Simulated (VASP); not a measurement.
# KMgF3 (Pm-3m) in VASP: settings compared

The runs below take KMgF3 through relaxation of cell and atoms, with r2SCAN, LDA.

Program: VASP 6.6.1. These are calculated values, not measurements. Logs are shortened: lines on timing, memory, paths and dates and some standing lists are left out, and cuts for length are marked.

### Step 1. The cell of the first run

The structure is cubic, space group Pm-3m (No. 221). The conventional cell has a = 3.986 Å, b = 3.986 Å, c = 3.986 Å, α = 90.00°, β = 90.00°, γ = 90.00°. K (site symmetry m-3m) has 12 F at 2.82 Å and 8 Mg at 3.45 Å within 3.7 Å. Within 2.6 Å of Mg (site symmetry m-3m) lie 6 F at 1.99 Å. Within 2.6 Å of F (site symmetry 4/mmm) lie 2 Mg at 1.99 Å.

### Step 2. Relaxation of cell and atoms, r2SCAN, target pressure 10 GPa, at which the enthalpy is minimised

POSCAR reads:

```
KMgF3
1.0
    3.9859000000      0.0000000000      0.0000000000
    0.0000000000      3.9859000000      0.0000000000
    0.0000000000      0.0000000000      3.9859000000
K Mg F
1 1 3
Direct
    0.5000000000      0.5000000000      0.5000000000
    0.0000000000      0.0000000000      0.0000000000
    0.0000000000      0.0000000000      0.5000000000
    0.0000000000      0.5000000000      0.0000000000
    0.5000000000      0.0000000000      0.0000000000
```

INCAR.step1 reads:

```
SYSTEM = KMgF3
PREC     = Accurate       ! precision mode
ENCUT    = 600            ! plane-wave cutoff, eV
ISMEAR   = -1             ! smearing method
SIGMA    = 0.05           ! smearing width, eV
LREAL    = .False.        ! projectors in reciprocal space
LASPH    = .True.         ! aspherical terms in the spheres
NELM     = 60             ! most SCF steps
GGA      = PE             ! functional
ALGO     = Normal         ! electronic algorithm
EDIFF    = 1E-4           ! SCF threshold, eV
LWAVE    = .True.         ! write WAVECAR
LCHARG   = .False.        ! write CHGCAR
```

INCAR.step2 reads:

```
SYSTEM = KMgF3
PREC     = Accurate       ! precision mode
ENCUT    = 600            ! plane-wave cutoff, eV
EDIFF    = 1E-7           ! SCF threshold, eV
ISMEAR   = -1             ! smearing method
SIGMA    = 0.05           ! smearing width, eV
LREAL    = .False.        ! projectors in reciprocal space
LASPH    = .True.         ! aspherical terms in the spheres
NELM     = 60             ! most SCF steps
ALGO     = Normal         ! electronic algorithm
ISIF     = 3              ! what is computed and relaxed
LWAVE    = .False.        ! write WAVECAR
LCHARG   = .False.        ! write CHGCAR
METAGGA  = R2SCAN         ! meta-GGA
LMIXTAU  = .True.       
IBRION   = 2              ! ionic algorithm
NSW      = 60             ! ionic steps
EDIFFG   = -0.01          ! ionic threshold
PSTRESS  = 100.0        
ISTART   = 1
```

KPOINTS reads:

```
regular mesh
0
Gamma
  7 7 7
  0 0 0
```

Potentials or basis: VASP PAW PBE potentials, release 64 (K_sv, Mg, F).

Started as:

```sh
$ cat potpaw_PBE.64/K_sv/POTCAR potpaw_PBE.64/Mg/POTCAR potpaw_PBE.64/F/POTCAR > POTCAR
$ cp INCAR.step1 INCAR
$ mpirun -np 1 vasp_std > vasp.out
$ cp INCAR.step2 INCAR
$ mpirun -np 1 vasp_std > vasp.out
```

OUTCAR:

```text
SYSTEM = KMgF3
   PREC = Accurate
   ENCUT = 600
   EDIFF = 1E-7
   ISMEAR = -1
   LREAL = .False.
   LASPH = .True.
   NELM = 60
   ISIF = 3
   METAGGA = R2SCAN
   IBRION = 2
   NSW = 60
   EDIFFG = -0.01
   PSTRESS = 100.0
   ISTART = 1

 ion  position               nearest neighbor table
   1  0.500  0.500  0.500-   3 2.82   4 2.82   5 2.82   4 2.82   5 2.82   3 2.82   5 2.82   5 2.82
                             3 2.82   4 2.82   4 2.82   3 2.82   2 3.45   2 3.45   2 3.45   2 3.45
   2  0.000  0.000  0.000-   3 1.99   4 1.99   5 1.99   3 1.99   4 1.99   5 1.99   1 3.45   1 3.45
                             1 3.45   1 3.45   1 3.45   1 3.45   1 3.45   1 3.45
   3  0.000  0.000  0.500-   2 1.99   2 1.99   1 2.82   1 2.82   1 2.82   1 2.82
   4  0.000  0.500  0.000-   2 1.99   2 1.99   1 2.82   1 2.82   1 2.82   1 2.82
   5  0.500  0.000  0.000-   2 1.99   2 1.99   1 2.82   1 2.82   1 2.82   1 2.82

  LATTYP: Found a simple cubic cell.
 ALAT       =     3.9859000000

  Lattice vectors:

 A1 = (   3.9859000000,   0.0000000000,   0.0000000000)
 A2 = (   0.0000000000,   3.9859000000,   0.0000000000)
 A3 = (   0.0000000000,   0.0000000000,   3.9859000000)

Analysis of symmetry for initial positions (statically):
=====================================================================
 Subroutine PRICEL returns:
 Original cell was already a primitive cell.

 Routine SETGRP: Setting up the symmetry group for a
 simple cubic supercell.

 Subroutine GETGRP returns: Found 48 space group operations
 (whereof 48 operations were pure point group operations)
 out of a pool of 48 trial point group operations.

The static configuration has the point symmetry O_h .

Analysis of symmetry for dynamics (positions and initial velocities):
=====================================================================
 Subroutine PRICEL returns:
 Original cell was already a primitive cell.

 Routine SETGRP: Setting up the symmetry group for a
 simple cubic supercell.

 Subroutine GETGRP returns: Found 48 space group operations
 (whereof 48 operations were pure point group operations)
 out of a pool of 48 trial point group operations.

The dynamic configuration has the point symmetry O_h .

 Subroutine INISYM returns: Found 48 space group operations
 (whereof 48 operations are pure point group operations),
 and found     1 'primitive' translations

----------------------------------------------------------------------------------------

                                     Primitive cell

  volume of cell :      63.3256

  direct lattice vectors                    reciprocal lattice vectors
     3.985900000  0.000000000  0.000000000     0.250884367  0.000000000  0.000000000
     0.000000000  3.985900000  0.000000000     0.000000000  0.250884367  0.000000000
     0.000000000  0.000000000  3.985900000     0.000000000  0.000000000  0.250884367

  length of vectors
     3.985900000  3.985900000  3.985900000     0.250884367  0.250884367  0.250884367

  position of ions in fractional coordinates (direct lattice)
     0.500000000  0.500000000  0.500000000
     0.000000000  0.000000000  0.000000000
     0.000000000  0.000000000  0.500000000
     0.000000000  0.500000000  0.000000000
     0.500000000  0.000000000  0.000000000

  ion indices of the primitive-cell ions
   primitive index   ion index
                 1           1
                 2           2
                 3           3
                 4           4
                 5           5

----------------------------------------------------------------------------------------

 KPOINTS: regular mesh

Automatic generation of k-mesh.
 Grid dimensions read from file:
 generate k-points for:    7    7    7

 Generating k-lattice:

  Cartesian coordinates                     Fractional coordinates (reciprocal lattice)
     0.035840624  0.000000000  0.000000000     0.142857143  0.000000000  0.000000000
     0.000000000  0.035840624  0.000000000     0.000000000  0.142857143  0.000000000
     0.000000000  0.000000000  0.035840624     0.000000000  0.000000000  0.142857143

  Length of vectors
     0.035840624  0.035840624  0.035840624

  Shift w.r.t. Gamma in fractional coordinates (k-lattice)
     0.000000000  0.000000000  0.000000000

 Subroutine IBZKPT returns following result:
 ===========================================

 Found     20 irreducible k-points:

 Following reciprocal coordinates:
            Coordinates               Weight
  0.000000  0.000000  0.000000      1.000000
  0.142857  0.000000  0.000000      6.000000
  0.285714  0.000000  0.000000      6.000000
  0.428571  0.000000  0.000000      6.000000
  0.142857  0.142857  0.000000     12.000000
  0.285714  0.142857  0.000000     24.000000
[... 12 lines left out ...]
  0.428571  0.428571  0.285714     24.000000
  0.428571  0.428571  0.428571      8.000000
   k-points           NKPTS =     20   k-points in BZ     NKDIM =     20   number of bands    NBANDS=     20
   number of dos      NEDOS =    301   number of ions     NIONS =      5
   total plane-waves  NPLWV =  32768
   dimension x,y,z NGX =    32 NGY =   32 NGZ =   32
   dimension x,y,z NGXF=    64 NGYF=   64 NGZF=   64
   ions per type =               1   1   3
   NGX,Y,Z   is equivalent  to a cutoff of  13.35, 13.35, 13.35 a.u.
   NGXF,Y,Z  is equivalent  to a cutoff of  26.69, 26.69, 26.69 a.u.
 SYSTEM =  KMgF3
   PREC   = accura    normal or accurate (medium, high low for compatibility)
   ISTART =      1    job   : 0-new  1-cont  2-samecut
   ICHARG =      0    charge: 1-file 2-atom 10-const
   ISPIN  =      1    spin polarized calculation?
   LNONCOLLINEAR =      F non collinear calculations
   LSORBIT =      F    spin-orbit coupling
   LASPH  =      T    aspherical Exc in radial PAW
   ENCUT  =  600.0 eV  44.10 Ry    6.64 a.u.   7.96  7.96  7.96*2*pi/ulx,y,z
   NELM   =     60;   NELMIN=  2; NELMDL=  0     # of ELM steps
   EDIFF  = 0.1E-06   stopping-criterion for ELM
   LREAL  =      F    real-space projection
   EDIFFG = -.1E-01   stopping-criterion for IOM
   NSW    =     60    number of steps for IOM
   IBRION =      2    ionic relax: 0-MD 1-quasi-New 2-CG
   NFREE  =      1    steps in history (QN), initial steepest desc. (CG)
   ISIF   =      3    stress and relaxation
   ISYM   =      2    0-nonsym 1-usesym 2-fastsym
   POTIM  = 0.5000    time-step for ionic-motion
   TEBEG  =    0.0;   TEEND  =   0.0 temperature during run
   PSTRESS=  100.0 pullay stress
   NELECT =      32.0000    total number of electrons
   NUPDOWN=      -1.0000    fix difference up-down
   EMIN   =  10.00;   EMAX   =-10.00  energy-range for DOS
   EFERMI =   0.00;   METHOD = LEGACY
   ISMEAR =    -1;   SIGMA  =   0.05  broadening in eV -4-tet -1-fermi 0-gaus
   EFERMI_NEDOS =   21; number of points for ismear=-14 and -15
   IALGO  =     38    algorithm
   IMIX   =      4    mixing-type and parameters
     AMIX     =   0.40;   BMIX     =  1.00
     AMIX_MAG =   1.60;   BMIX_MAG =  1.00
  volume/ion in A,a.u.               =      12.67        85.47
  Fermi-wavevector in a.u.,A,eV,Ry     =   1.303962  2.464132 23.134232  1.700318
  Thomas-Fermi vector in A             =   2.434930
   LORBIT       =      0    0 simple, 1 ext, 2 COOP (PROOUT), +10 PAW based schemes
   METAGGA = R2SCAN    functional components
   LHFCALC =     F    Hartree Fock is set to
   AEXX    =    0.0000 exact exchange contribution
   IVDW    =     0    specifies the selected vdW correction
   LEPSILON=     F    determine dielectric tensor
   LRPA    =     F    only Hartree local field effects (RPA)
 conjugate gradient relaxation of ions
 non-spin polarized calculation
  energy-cutoff  :      600.00
  volume of cell :       63.33
 maximum number of plane-waves:      2128
 NGX is ok and might be reduce to    32
   NGX = 15   NGY = 15   NGZ = 15

--------------------------------------- Ionic step        1  -------------------------------------------

 number of electron      32.0000010 magnetization

 Free energy of the ion-electron system (eV)
  ---------------------------------------------------
  ext. energy  EPLUGINS =         0.00000000
  ---------------------------------------------------
  free energy    TOTEN  =       -37.42618715 eV

  energy without entropy =      -37.42618715  energy(sigma->0) =      -37.42618715

 E-fermi :  -1.0389     XC(G=0): -10.2035

 val. band max:       -2.2540988003   @ k =   0.4286   0.4286   0.4286
 cond. band min:       6.0303869801   @ k =   0.0000   0.0000   0.0000
 fundamental gap:      8.2844857804
 Fermi energy:        -1.0389387918

 k-point     1 :       0.0000    0.0000    0.0000
  band No.  band energies     occupation
      1     -28.8158      2.00000
      2     -23.4617      2.00000
      3     -22.8304      2.00000
      4     -22.8304      2.00000
      5     -11.5428      2.00000
      6     -11.5428      2.00000
[... 12 lines left out ...]
     19       8.6226      0.00000
     20      10.9537      0.00000

 k-point     2 :       0.1429    0.0000    0.0000
  band No.  band energies     occupation
      1     -28.8104      2.00000
      2     -23.4398      2.00000
      3     -22.8569      2.00000
      4     -22.8290      2.00000
      5     -11.5403      2.00000
      6     -11.5327      2.00000
[... 489 lines left out ...]
 POSITION                                       TOTAL-FORCE (eV/Angst)
 -----------------------------------------------------------------------------------
      1.90914      1.90914      1.90914         0.000000     -0.000000      0.000000
      0.00000      0.00000      0.00000        -0.000000      0.000000      0.000000
     -0.00000     -0.00000      1.90914        -0.000000     -0.000000      0.000000
      0.00000      1.90914      0.00000        -0.000000      0.000000      0.000000
      1.90914     -0.00000      0.00000        -0.000000      0.000000     -0.000000
 -----------------------------------------------------------------------------------
    total drift:                                0.000000      0.000000     -0.000000

  FREE ENERGIE OF THE ION-ELECTRON SYSTEM (eV)
  ---------------------------------------------------
  free  energy   TOTEN  =       -37.1962779815 eV

  energy  without entropy=      -37.1962779815  energy(sigma->0) =      -37.19627798

  enthalpy is  TOTEN    =       -33.7217725586 eV   P V=        3.4745054229

--------------------------------------- Ionic step        3  -------------------------------------------

 number of electron      31.9999973 magnetization

 Free energy of the ion-electron system (eV)
  ---------------------------------------------------
  ext. energy  EPLUGINS =         0.00000000
  ---------------------------------------------------
  free energy    TOTEN  =       -37.26094920 eV

  energy without entropy =      -37.26094920  energy(sigma->0) =      -37.26094920

 E-fermi :  -0.5126     XC(G=0): -10.8193

 val. band max:       -1.6595908800   @ k =   0.4286   0.4286   0.4286
 cond. band min:       7.5854797470   @ k =   0.0000   0.0000   0.0000
 fundamental gap:      9.2450706271
 Fermi energy:        -0.5125680628

 k-point     1 :       0.0000    0.0000    0.0000
  band No.  band energies     occupation
      1     -28.0119      2.00000
      2     -23.1680      2.00000
      3     -22.3906      2.00000
      4     -22.3906      2.00000
      5     -10.7537      2.00000
      6     -10.7537      2.00000
[... 12 lines left out ...]
     19       9.3730      0.00000
     20      11.8381      0.00000

 k-point     2 :       0.1429    0.0000    0.0000
  band No.  band energies     occupation
      1     -28.0013      2.00000
      2     -23.1457      2.00000
      3     -22.4245      2.00000
      4     -22.3885      2.00000
      5     -10.7421      2.00000
      6     -10.7369      2.00000
[... 439 lines left out ...]
 VOLUME and BASIS-vectors are now :
 -----------------------------------------------------------------------------
  energy-cutoff  :      600.00
  volume of cell :       56.60
      direct lattice vectors                 reciprocal lattice vectors
     3.839518783 -0.000000000  0.000000000     0.260449305 -0.000000000  0.000000000
     0.000000000  3.839518783  0.000000000     0.000000000  0.260449305  0.000000000
    -0.000000000 -0.000000000  3.839518783    -0.000000000 -0.000000000  0.260449305

 POSITION                                       TOTAL-FORCE (eV/Angst)
 -----------------------------------------------------------------------------------
      1.91976      1.91976      1.91976         0.000000      0.000000      0.000000
      0.00000      0.00000      0.00000        -0.000000      0.000000      0.000000
     -0.00000     -0.00000      1.91976        -0.000000     -0.000000      0.000000
      0.00000      1.91976      0.00000        -0.000000      0.000000      0.000000
      1.91976     -0.00000      0.00000        -0.000000      0.000000     -0.000000
 -----------------------------------------------------------------------------------
    total drift:                                0.000000      0.000000     -0.000000

  FREE ENERGIE OF THE ION-ELECTRON SYSTEM (eV)
  ---------------------------------------------------
  free  energy   TOTEN  =       -37.2609492036 eV

  energy  without entropy=      -37.2609492036  energy(sigma->0) =      -37.26094920

  enthalpy is  TOTEN    =       -33.7281430575 eV   P V=        3.5328061461

 reached required accuracy - stopping structural energy minimisation
```

It took 2.5 min on 1 thread of Intel Xeon Platinum 8488C (Sapphire Rapids), shared host; peak memory 0.2 GiB.

What came out:

| Quantity | Value |
| --- | --- |
| Free energy | -37.2609 eV |
| Relaxed volume | 11.32 Å³/atom |
| Relaxed cell | a = 3.840 Å, b = 3.840 Å, c = 3.840 Å, α = 90.00°, β = 90.00°, γ = 90.00° |
| Space group after relaxing (to 0.1 Å) | Pm-3m (No. 221) |
| Energy change on relaxing (the run minimises the enthalpy) | +33.0 meV/atom |
| Ionic steps | 3 |
| Pressure after relaxing | 10.0 GPa |
| Band gap on the k mesh | 9.25 eV (least direct gap 9.52 eV) |

Step by step:
| step | energy change (eV) | largest force (eV/Å) | pressure (GPa) | volume (Å³) |
| --- | --- | --- | --- | --- |
| 1 | 0.0000 | 0.0000 | -1.03 | 63.33 |
| 2 | 0.2299 | 0.0000 | 12.18 | 55.67 |
| 3 | 0.1652 | 0.0000 | 10.03 | 56.60 |

Final structure:
```xyz
5
Lattice="3.8395 0.0000 0.0000 0.0000 3.8395 0.0000 0.0000 0.0000 3.8395" Properties=species:S:1:pos:R:3 pbc="T T T"
K     1.9198    1.9198    1.9198
Mg    0.0000    0.0000    0.0000
F     0.0000    0.0000    1.9198
F     0.0000    1.9198    0.0000
F     1.9198    0.0000    0.0000
```

Levels at points of the mesh, in eV from the valence-band top:
| k point | band 13 | band 14 | band 15 | band 16 | band 17 | band 18 | band 19 | band 20 |
| --- | --- | --- | --- | --- | --- | --- | --- | --- |
| (0.00, 0.00, 0.00) | -0.72 | -0.28 | -0.28 | -0.28 | 9.25 | 11.03 | 11.03 | 13.50 |

Caveat: the cell is relaxed towards a set pressure, so the run minimises the enthalpy, not the energy; the PAW data sets were made with another functional, which shifts forces and pressure a little; an odd mesh through Γ misses points on the zone boundary, where band edges can lie.

(Part 1 of 2 ends here.)
